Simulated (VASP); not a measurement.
# PtS2 (P-3m1) in VASP: notebook, part 2 of 3

VASP 6.6.1.

## (4) Relaxation of cell and atoms, PBE

Contents of INCAR:

```
SYSTEM = PtS2
PREC     = Accurate       ! precision mode
ENCUT    = 600            ! plane-wave cutoff, eV
EDIFF    = 1E-6           ! SCF threshold, eV
ISMEAR   = 0              ! smearing method
SIGMA    = 0.02           ! smearing width, eV
LREAL    = .FALSE.        ! projectors in reciprocal space
LASPH    = .TRUE.         ! aspherical terms in the spheres
NELM     = 60             ! most SCF steps
ALGO     = Normal         ! electronic algorithm
ISIF     = 3              ! what is computed and relaxed
LWAVE    = .FALSE.        ! write WAVECAR
LCHARG   = .FALSE.        ! write CHGCAR
GGA      = PE             ! functional
IBRION   = 2              ! ionic algorithm
NSW      = 100            ! ionic steps
EDIFFG   = -0.01          ! ionic threshold
```

Contents of KPOINTS:

```
Automatic mesh
0
G
  9 9 4
  0 0 0
```

Contents of POSCAR:

```
PtS2
1.0
    3.5770644762      0.0000000029      0.0000000000
   -1.7885322406      3.0978287059      0.0000000000
    0.0000000000      0.0000000000      6.4584011546
Pt S
1 2
Direct
    0.0000000000      0.0000000000      0.0000000000
    0.6666666667      0.3333333333      0.8099022393
    0.3333333333      0.6666666667      0.1900977607
```

Potentials or basis: VASP PAW PBE potentials, release 64 (Pt, S).

Command:

```sh
$ cat potpaw_PBE.64/Pt/POTCAR potpaw_PBE.64/S/POTCAR > POTCAR
$ mpirun -np 1 vasp_std > vasp.out
```

OUTCAR:

```text
SYSTEM = PtS2
   PREC = Accurate
   ENCUT = 600
   EDIFF = 1E-6
   ISMEAR = 0
   LREAL = .FALSE.
   LASPH = .TRUE.
   NELM = 60
   ISIF = 3
   GGA = PE
   IBRION = 2
   NSW = 100
   EDIFFG = -0.01

 ion  position               nearest neighbor table
   1  0.000  0.000  0.000-   2 2.40   3 2.40   3 2.40   2 2.40   2 2.40   3 2.40
   2  0.667  0.333  0.810-   1 2.40   1 2.40   1 2.40
   3  0.333  0.667  0.190-   1 2.40   1 2.40   1 2.40

  LATTYP: Found a hexagonal cell.
 ALAT       =     3.5770644762
 C/A-ratio  =     1.8055031430

  Lattice vectors:

 A1 = (   3.5770644762,   0.0000000029,   0.0000000000)
 A2 = (  -1.7885322406,   3.0978287059,   0.0000000000)
 A3 = (   0.0000000000,   0.0000000000,   6.4584011546)

Analysis of symmetry for initial positions (statically):
=====================================================================
 Subroutine PRICEL returns:
 Original cell was already a primitive cell.

 Routine SETGRP: Setting up the symmetry group for a
 hexagonal supercell.

 Subroutine GETGRP returns: Found 12 space group operations
 (whereof 12 operations were pure point group operations)
 out of a pool of 24 trial point group operations.

The static configuration has the point symmetry D_3d.

Analysis of symmetry for dynamics (positions and initial velocities):
=====================================================================
 Subroutine PRICEL returns:
 Original cell was already a primitive cell.

 Routine SETGRP: Setting up the symmetry group for a
 hexagonal supercell.

 Subroutine GETGRP returns: Found 12 space group operations
 (whereof 12 operations were pure point group operations)
 out of a pool of 24 trial point group operations.

The dynamic configuration has the point symmetry D_3d.

 Subroutine INISYM returns: Found 12 space group operations
 (whereof 12 operations are pure point group operations),
 and found     1 'primitive' translations

----------------------------------------------------------------------------------------

                                     Primitive cell

  volume of cell :      71.5664

  direct lattice vectors                    reciprocal lattice vectors
     3.577064476  0.000000003  0.000000000     0.279558841  0.161403372  0.000000000
    -1.788532241  3.097828706  0.000000000    -0.000000000  0.322806744  0.000000000
     0.000000000  0.000000000  6.458401155     0.000000000  0.000000000  0.154837084

  length of vectors
     3.577064476  3.577064476  6.458401155     0.322806744  0.322806744  0.154837084

  position of ions in fractional coordinates (direct lattice)
     0.000000000  0.000000000  0.000000000
     0.666666667  0.333333333  0.809902239
     0.333333333  0.666666667  0.190097761

  ion indices of the primitive-cell ions
   primitive index   ion index
                 1           1
                 2           2
                 3           3

----------------------------------------------------------------------------------------

 KPOINTS: Automatic mesh

[... 51 lines left out ...]
   total plane-waves  NPLWV =  48600
   dimension x,y,z NGX =    30 NGY =   30 NGZ =   54
   dimension x,y,z NGXF=    60 NGYF=   60 NGZF=  108
   ions per type =               1   2
   NGX,Y,Z   is equivalent  to a cutoff of  13.94, 13.94, 13.90 a.u.
   NGXF,Y,Z  is equivalent  to a cutoff of  27.89, 27.89, 27.80 a.u.
 SYSTEM =  PtS2
   PREC   = accura    normal or accurate (medium, high low for compatibility)
   ISTART =      0    job   : 0-new  1-cont  2-samecut
   ICHARG =      2    charge: 1-file 2-atom 10-const
   ISPIN  =      1    spin polarized calculation?
   LNONCOLLINEAR =      F non collinear calculations
   LSORBIT =      F    spin-orbit coupling
   LASPH  =      T    aspherical Exc in radial PAW
   ENCUT  =  600.0 eV  44.10 Ry    6.64 a.u.   7.14  7.14 12.90*2*pi/ulx,y,z
   NELM   =     60;   NELMIN=  2; NELMDL= -5     # of ELM steps
   EDIFF  = 0.1E-05   stopping-criterion for ELM
   LREAL  =      F    real-space projection
   EDIFFG = -.1E-01   stopping-criterion for IOM
   NSW    =    100    number of steps for IOM
   IBRION =      2    ionic relax: 0-MD 1-quasi-New 2-CG
   NFREE  =      1    steps in history (QN), initial steepest desc. (CG)
   ISIF   =      3    stress and relaxation
   ISYM   =      2    0-nonsym 1-usesym 2-fastsym
   POTIM  = 0.5000    time-step for ionic-motion
   TEBEG  =    0.0;   TEEND  =   0.0 temperature during run
   PSTRESS=    0.0 pullay stress
   NELECT =      22.0000    total number of electrons
   NUPDOWN=      -1.0000    fix difference up-down
   EMIN   =  10.00;   EMAX   =-10.00  energy-range for DOS
   EFERMI =   0.00;   METHOD = LEGACY
   ISMEAR =     0;   SIGMA  =   0.02  broadening in eV -4-tet -1-fermi 0-gaus
   EFERMI_NEDOS =   21; number of points for ismear=-14 and -15
   IALGO  =     38    algorithm
   IMIX   =      4    mixing-type and parameters
     AMIX     =   0.40;   BMIX     =  1.00
     AMIX_MAG =   1.60;   BMIX_MAG =  1.00
  volume/ion in A,a.u.               =      23.86       160.98
  Fermi-wavevector in a.u.,A,eV,Ry     =   1.104874  2.087909 16.609258  1.220746
  Thomas-Fermi vector in A             =   2.241353
   LORBIT       =      0    0 simple, 1 ext, 2 COOP (PROOUT), +10 PAW based schemes
   GGA     = PE    functional components
   LHFCALC =     F    Hartree Fock is set to
   AEXX    =    0.0000 exact exchange contribution
   IVDW    =     0    specifies the selected vdW correction
   LEPSILON=     F    determine dielectric tensor
   LRPA    =     F    only Hartree local field effects (RPA)
 conjugate gradient relaxation of ions
 non-spin polarized calculation
 Gauss-broadening in eV      SIGMA  =   0.02
  energy-cutoff  :      600.00
  volume of cell :       71.57
 maximum number of plane-waves:      2418
 NGX is ok and might be reduce to    30
   NGX = 15   NGY = 15   NGZ = 25

--------------------------------------- Ionic step        1  -------------------------------------------

 number of electron      22.0000004 magnetization

 Free energy of the ion-electron system (eV)
  ---------------------------------------------------
  ext. energy  EPLUGINS =         0.00000000
  ---------------------------------------------------
  free energy    TOTEN  =       -15.46583847 eV

  energy without entropy =      -15.46583847  energy(sigma->0) =      -15.46583847

------------------------ aborting loop because EDIFF is reached ----------------------------------------

  FORCE on cell =-STRESS in cart. coord.  units (eV):
  Direction    XX          YY          ZZ          XY          YZ          ZX
  --------------------------------------------------------------------------------------
  -------------------------------------------------------------------------------------
  Total       -0.1782362     -0.1782362     -0.1089055     -0.0000000      0.0000000      0.0000000
  in kB       -3.9902246     -3.9902246     -2.4380991     -0.0000000      0.0000000      0.0000000
  external PRESSURE =      -3.4728494 kB  Pullay stress =       0.0000000 kB
[... 61 lines left out ...]
--------------------------------------- Ionic step        3  -------------------------------------------

 number of electron      22.0000004 magnetization

 Free energy of the ion-electron system (eV)
  ---------------------------------------------------
  ext. energy  EPLUGINS =         0.00000000
  ---------------------------------------------------
  free energy    TOTEN  =       -15.46610632 eV

  energy without entropy =      -15.46610632  energy(sigma->0) =      -15.46610632

 E-fermi :   3.2278     XC(G=0):  -8.9298

 val. band max:        3.1392297943   @ k =   0.0000   0.2222   0.2500
 cond. band min:       4.7032011377   @ k =   0.0000   0.2222   0.2500
 fundamental gap:      1.5639713434
 Fermi energy:         3.2277561531

 k-point     1 :       0.0000    0.0000    0.0000
  band No.  band energies     occupation
      1     -10.9528      2.00000
      2      -8.6924      2.00000
      3      -2.4926      2.00000
      4      -2.4926      2.00000
      5      -2.2338      2.00000
      6       0.1930      2.00000
      7       0.1930      2.00000
      8       2.1218      2.00000
      9       2.7590      2.00000
     10       2.7607      2.00000
     11       2.7607      2.00000
     12       6.2185      0.00000
     13       6.2185      0.00000
     14       8.4886      0.00000
[... 401 lines left out ...]
      2      -8.9208      2.00000
      3      -2.2852      2.00000
      4      -2.1015      2.00000
      5      -1.5195      2.00000
      6      -0.9200      2.00000
      7      -0.3891      2.00000
      8       0.9630      2.00000
      9       2.2127      2.00000
     10       2.4638      2.00000
     11       3.0700      2.00000
     12       4.8690      0.00000
     13       5.4836      0.00000
     14       9.6375      0.00000
     15      10.8827      0.00000

 [... further k-points ...]
[... 5 lines left out ...]
  --------------------------------------------------------------------------------------
  -------------------------------------------------------------------------------------
  Total       -0.0000519     -0.0000519      0.0079013     -0.0000000     -0.0000000     -0.0000000
  in kB       -0.0011652     -0.0011652      0.1773936     -0.0000000     -0.0000000     -0.0000000
  external PRESSURE =       0.0583544 kB  Pullay stress =       0.0000000 kB
[... 18 lines left out ...]
  FREE ENERGIE OF THE ION-ELECTRON SYSTEM (eV)
  ---------------------------------------------------
  free  energy   TOTEN  =       -15.4661063159 eV

  energy  without entropy=      -15.4661063159  energy(sigma->0) =      -15.46610632

 reached required accuracy - stopping structural energy minimisation
```

Wall time 3.4 min (1 thread of AMD EPYC 7R13, shared host); peak memory 0.22 GiB.

Results:

* Free energy: -15.4661 eV
* Relaxed volume: 23.79 Å³/atom
* Relaxed cell: a = 3.573 Å, b = 3.573 Å, c = 6.454 Å, α = 90.00°, β = 90.00°, γ = 120.00°
* Space group after relaxing (to 0.05 Å): P-3m1 (No. 164)
* Energy gained by relaxing: 0.1 meV/atom
* Ionic steps: 3
* Pressure after relaxing: 0.0 GPa
* Band gap on the k mesh: 1.56 eV, direct

Forces on the atoms (eV/Å):
```
Pt   0.000  0.000  0.000
S    0.000  0.000 -0.003
S    0.000  0.000  0.003
```

Step by step:
| step | energy change (eV) | largest force (eV/Å) | pressure (GPa) | volume (Å³) |
| --- | --- | --- | --- | --- |
| 1 | 0.0000 | 0.0433 | -0.35 | 71.57 |
| 2 | 0.0005 | 0.0803 | 0.58 | 71.03 |
| 3 | -0.0003 | 0.0030 | 0.01 | 71.36 |

Final structure:
```yaml
crystal:
  lattice:
    - [3.57316, 0.00000, 0.00000]
    - [-1.78658, 3.09444, 0.00000]
    - [0.00000, 0.00000, 6.45409]
  atoms:
    - { symbol: Pt, position: [0.00000, 0.00000, 0.00000] }
    - { symbol: S, position: [0.66667, 0.33333, 0.81003] }
    - { symbol: S, position: [0.33333, 0.66667, 0.18997] }
```

Caveat: spin-orbit coupling is left out, which moves the levels of the heavy elements; this functional lacks dispersion, which binds the layers, so the pressure and a relaxed spacing across them are unreliable. A k mesh can miss the band edges.

(Continued in part 3 of 3.)
